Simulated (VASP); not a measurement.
# PbSe (Pm-3m) in VASP: vibrations by perturbation theory with PBEsol

Aim: the vibrations by perturbation theory of PbSe with PBEsol.

All numbers are computed with VASP 6.6.1; they aren't measurements. Logs are shortened: lines on timing, memory, paths and dates and some standing lists are left out, and cuts for length are marked.

**1. The cell of the first run**

Symmetry: Pm-3m, No. 221, cubic system. The conventional cell has a = 3.653 Å, b = 3.653 Å, c = 3.653 Å, α = 90.00°, β = 90.00°, γ = 90.00°. Within 4.2 Å of Pb (site symmetry m-3m) lie 8 Se at 3.16 Å and 6 Pb at 3.65 Å. Within 4.2 Å of Se (site symmetry m-3m) lie 8 Pb at 3.16 Å and 6 Se at 3.65 Å.

**2. Vibrations by perturbation theory, PBEsol**

The input, INCAR:

```
SYSTEM = PbSe
PREC     = Accurate       ! precision mode
ENCUT    = 520            ! plane-wave cutoff, eV
EDIFF    = 1E-8           ! SCF threshold, eV
ISMEAR   = -1             ! smearing method
SIGMA    = 0.15           ! smearing width, eV
LREAL    = .FALSE.        ! projectors in reciprocal space
LASPH    = .TRUE.         ! aspherical terms in the spheres
NELM     = 80             ! most SCF steps
ALGO     = Normal         ! electronic algorithm
ISIF     = 2              ! what is computed and relaxed
LWAVE    = .FALSE.        ! write WAVECAR
LCHARG   = .FALSE.        ! write CHGCAR
GGA      = PS             ! functional
NBANDS   = 17             ! bands
IBRION   = 8              ! ionic algorithm
NSW      = 1              ! ionic steps
```

The input, KPOINTS:

```
Automatic mesh
0
G
  12 12 12
  0 0 0
```

The input, POSCAR:

```
PbSe
1.0
    3.6534000000      0.0000000000      0.0000000000
    0.0000000000      3.6534000000      0.0000000000
    0.0000000000      0.0000000000      3.6534000000
Pb Se
1 1
Direct
    0.0000000000      0.0000000000      0.0000000000
    0.5000000000      0.5000000000      0.5000000000
```

Potentials or basis: VASP PAW PBE potentials, release 64 (Pb_d, Se).

Started as:

```console
$ cat potpaw_PBE.64/Pb_d/POTCAR potpaw_PBE.64/Se/POTCAR > POTCAR
$ mpirun -np 1 vasp_std > vasp.out
```

OUTCAR:

```text
SYSTEM = PbSe
   PREC = Accurate
   ENCUT = 520
   EDIFF = 1E-8
   ISMEAR = -1
   LREAL = .FALSE.
   LASPH = .TRUE.
   NELM = 80
   ISIF = 2
   GGA = PS
   IBRION = 8
   NSW = 1

 ion  position               nearest neighbor table
   1  0.000  0.000  0.000-   2 3.16   2 3.16   2 3.16   2 3.16   2 3.16   2 3.16   2 3.16   2 3.16

   2  0.500  0.500  0.500-   1 3.16   1 3.16   1 3.16   1 3.16   1 3.16   1 3.16   1 3.16   1 3.16

  LATTYP: Found a simple cubic cell.
 ALAT       =     3.6534000000

  Lattice vectors:

 A1 = (   3.6534000000,   0.0000000000,   0.0000000000)
 A2 = (   0.0000000000,   3.6534000000,   0.0000000000)
 A3 = (   0.0000000000,   0.0000000000,   3.6534000000)

Analysis of symmetry for initial positions (statically):
=====================================================================
 Subroutine PRICEL returns:
 Original cell was already a primitive cell.

 Routine SETGRP: Setting up the symmetry group for a
 simple cubic supercell.

 Subroutine GETGRP returns: Found 48 space group operations
 (whereof 48 operations were pure point group operations)
 out of a pool of 48 trial point group operations.

The static configuration has the point symmetry O_h .

Analysis of symmetry for dynamics (positions and initial velocities):
=====================================================================
 Subroutine PRICEL returns:
 Original cell was already a primitive cell.

 Routine SETGRP: Setting up the symmetry group for a
 simple cubic supercell.

 Subroutine GETGRP returns: Found 48 space group operations
 (whereof 48 operations were pure point group operations)
 out of a pool of 48 trial point group operations.

The dynamic configuration has the point symmetry O_h .

 Subroutine INISYM returns: Found 48 space group operations
 (whereof 48 operations are pure point group operations),
 and found     1 'primitive' translations

----------------------------------------------------------------------------------------

                                     Primitive cell

  volume of cell :      48.7631

  direct lattice vectors                    reciprocal lattice vectors
     3.653400000  0.000000000  0.000000000     0.273717633  0.000000000  0.000000000
     0.000000000  3.653400000  0.000000000     0.000000000  0.273717633  0.000000000
     0.000000000  0.000000000  3.653400000     0.000000000  0.000000000  0.273717633

  length of vectors
     3.653400000  3.653400000  3.653400000     0.273717633  0.273717633  0.273717633

  position of ions in fractional coordinates (direct lattice)
     0.000000000  0.000000000  0.000000000
     0.500000000  0.500000000  0.500000000

  ion indices of the primitive-cell ions
   primitive index   ion index
                 1           1
                 2           2

----------------------------------------------------------------------------------------

 KPOINTS: Automatic mesh

Automatic generation of k-mesh.
 Grid dimensions read from file:
 generate k-points for:   12   12   12

 Generating k-lattice:

  Cartesian coordinates                     Fractional coordinates (reciprocal lattice)
     0.022809803  0.000000000  0.000000000     0.083333333  0.000000000  0.000000000
     0.000000000  0.022809803  0.000000000     0.000000000  0.083333333  0.000000000
     0.000000000  0.000000000  0.022809803     0.000000000  0.000000000  0.083333333

  Length of vectors
     0.022809803  0.022809803  0.022809803

  Shift w.r.t. Gamma in fractional coordinates (k-lattice)
     0.000000000  0.000000000  0.000000000

 Subroutine IBZKPT returns following result:
 ===========================================

 Found     84 irreducible k-points:
[... 71 lines left out ...]
   GGA     = PS    functional components
   LHFCALC =     F    Hartree Fock is set to
   AEXX    =    0.0000 exact exchange contribution
   IVDW    =     0    specifies the selected vdW correction
   LEPSILON=     F    determine dielectric tensor
   LRPA    =     F    only Hartree local field effects (RPA)
 non-spin polarized calculation
  energy-cutoff  :      520.00
  volume of cell :       48.76
 maximum number of plane-waves:      1357
 NGX is ok and might be reduce to    28
   NGX = 13   NGY = 13   NGZ = 13

--------------------------------------- Ionic step        1  -------------------------------------------

 number of electron      19.9999994 magnetization

 Free energy of the ion-electron system (eV)
  ---------------------------------------------------
  ext. energy  EPLUGINS =         0.00000000
  ---------------------------------------------------
  free energy    TOTEN  =        -8.52521778 eV

  energy without entropy =       -8.46437538  energy(sigma->0) =       -8.49479658

 E-fermi :   6.4293     XC(G=0): -10.6263

 val. band max:        6.4013901413   @ k =   0.2500   0.1667   0.1667
 cond. band min:       6.4577874242   @ k =   0.2500   0.1667   0.0833
 fundamental gap:      0.0563972829
 Fermi energy:         6.4293145165

 k-point     1 :       0.0000    0.0000    0.0000
  band No.  band energies     occupation
      1     -10.4715      2.00000
      2     -10.4715      2.00000
      3     -10.2631      2.00000
      4     -10.2631      2.00000
      5     -10.2631      2.00000
      6      -7.6045      2.00000
[... 457 lines left out ...]
      4     -10.3008      2.00000
      5     -10.2430      2.00000
      6      -5.7395      2.00000
[... 9 lines left out ...]
     16      16.5066      0.00000
     17      17.3972      0.00000

 [... further k-points ...]

------------------------ aborting loop because EDIFF is reached ----------------------------------------

  FORCE on cell =-STRESS in cart. coord.  units (eV):
  Direction    XX          YY          ZZ          XY          YZ          ZX
  --------------------------------------------------------------------------------------
  -------------------------------------------------------------------------------------
  Total        0.7764088      0.7764088      0.7764088     -0.0000000     -0.0000000     -0.0000000
  in kB       25.5099369     25.5099369     25.5099369     -0.0000000     -0.0000000     -0.0000000
  external PRESSURE =      25.5099369 kB  Pullay stress =       0.0000000 kB

 VOLUME and BASIS-vectors are now :
 -----------------------------------------------------------------------------
  energy-cutoff  :      520.00
  volume of cell :       48.76
      direct lattice vectors                 reciprocal lattice vectors
     3.653400000  0.000000000  0.000000000     0.273717633  0.000000000  0.000000000
     0.000000000  3.653400000  0.000000000     0.000000000  0.273717633  0.000000000
     0.000000000  0.000000000  3.653400000     0.000000000  0.000000000  0.273717633

 POSITION                                       TOTAL-FORCE (eV/Angst)
 -----------------------------------------------------------------------------------
      0.00000      0.00000      0.00000         0.000000      0.000000      0.000000
      1.82670      1.82670      1.82670         0.000000      0.000000      0.000000
 -----------------------------------------------------------------------------------
    total drift:                                0.000000      0.000000      0.000000

  FREE ENERGIE OF THE ION-ELECTRON SYSTEM (eV)
  ---------------------------------------------------
  free  energy   TOTEN  =        -8.5252177849 eV

  energy  without entropy=       -8.4643753792  energy(sigma->0) =       -8.49479658

[... ionic steps 2 to 3 ...]

--------------------------------------- Ionic step        4  -------------------------------------------

------------------------ aborting loop because EDIFF is reached ----------------------------------------

[... ionic steps 5 to 6 ...]

--------------------------------------- Ionic step        7  -------------------------------------------

 Free energy of the ion-electron system (eV)
  ---------------------------------------------------
  ---------------------------------------------------
  free energy    TOTEN  =        -0.08263444 eV

  energy without entropy =       -0.08263444

------------------------ aborting loop because EDIFF is reached ----------------------------------------

 INTERNAL STRAIN TENSOR  FOR ION    2  DIRECTION 1   (eV/Angst):
 -----------------------------------------------------------------------------
    -0.02647  0.00000  0.00000
     0.00000  0.01870 -0.00000
     0.00000 -0.00000  0.01870

 INTERNAL STRAIN TENSOR FOR ION    2 for displacements in x,y,z  (eV/Angst):
          X           Y           Z          XY          YZ          ZX
  --------------------------------------------------------------------------------
  x     0.00000     0.00000     0.00000     0.00000     0.00000     0.00000
  y     0.00000     0.00000     0.00000     0.00000     0.00000     0.00000
  z     0.00000     0.00000     0.00000     0.00000     0.00000     0.00000

 SECOND DERIVATIVES (NOT SYMMETRIZED)
 ------------------------------------
               1X          1Y          1Z          2X          2Y          2Z
  1X    -0.035724    0.000000   -0.000000    0.035724   -0.000000    0.000000
  1Y     0.000000   -0.035724   -0.000000   -0.000000    0.035724    0.000000
  1Z    -0.000000    0.000000   -0.035724    0.000000   -0.000000    0.035724
  2X     0.042494   -0.000000   -0.000000   -0.042494    0.000000    0.000000
  2Y     0.000000    0.042494   -0.000000   -0.000000   -0.042494    0.000000
  2Z     0.000000    0.000000    0.042494   -0.000000   -0.000000   -0.042494

 Eigenvectors and eigenvalues of the dynamical matrix
 ----------------------------------------------------

   1 f  =    0.417022 THz     2.620226 2PiTHz   13.910353 cm-1     1.724663 meV
             X         Y         Z           dx          dy          dz
      0.000000  0.000000  0.000000    -0.493302   -0.000000    0.000000
      1.826700  1.826700  1.826700     0.869858    0.000000    0.000000
[... 21 lines left out ...]
   6 f/i=    0.015510 THz     0.097450 2PiTHz    0.517348 cm-1     0.064143 meV
             X         Y         Z           dx          dy          dz
      0.000000  0.000000  0.000000    -0.000000   -0.000000   -0.869858
      1.826700  1.826700  1.826700     0.000000    0.000000   -0.493302

--------------------------------------------------------------------------------------------------------

 ELASTIC MODULI CONTR FROM IONIC RELAXATION (kBar)
 Direction    XX          YY          ZZ          XY          YZ          ZX
 --------------------------------------------------------------------------------
 XX           0.0000      0.0000      0.0000      0.0000      0.0000      0.0000
 YY           0.0000      0.0000      0.0000      0.0000      0.0000      0.0000
 ZZ           0.0000      0.0000      0.0000      0.0000      0.0000      0.0000
 XY           0.0000      0.0000      0.0000      0.0000      0.0000      0.0000
 YZ           0.0000      0.0000      0.0000      0.0000      0.0000      0.0000
 ZX           0.0000      0.0000      0.0000      0.0000      0.0000      0.0000
 --------------------------------------------------------------------------------
```

It took 4.7 min on 1 thread of AMD EPYC 7R13 (Zen 3), shared host; peak memory 0.42 GiB.

Results:

* Highest phonon frequency at Γ, LO-TO splitting left out: 14 cm⁻¹

Phonon frequencies in cm⁻¹ (negative: imaginary):
```csv
q point,frequencies
"(0.000, 0.000, 0.000)",-1 -1 -1 14 14 14
```

Caveat: the cell stands under pressure or tension, which shifts response properties; the PAW data sets were made with another functional, which shifts forces and pressure a little; spin-orbit coupling is left out, which moves the levels of the heavy elements.
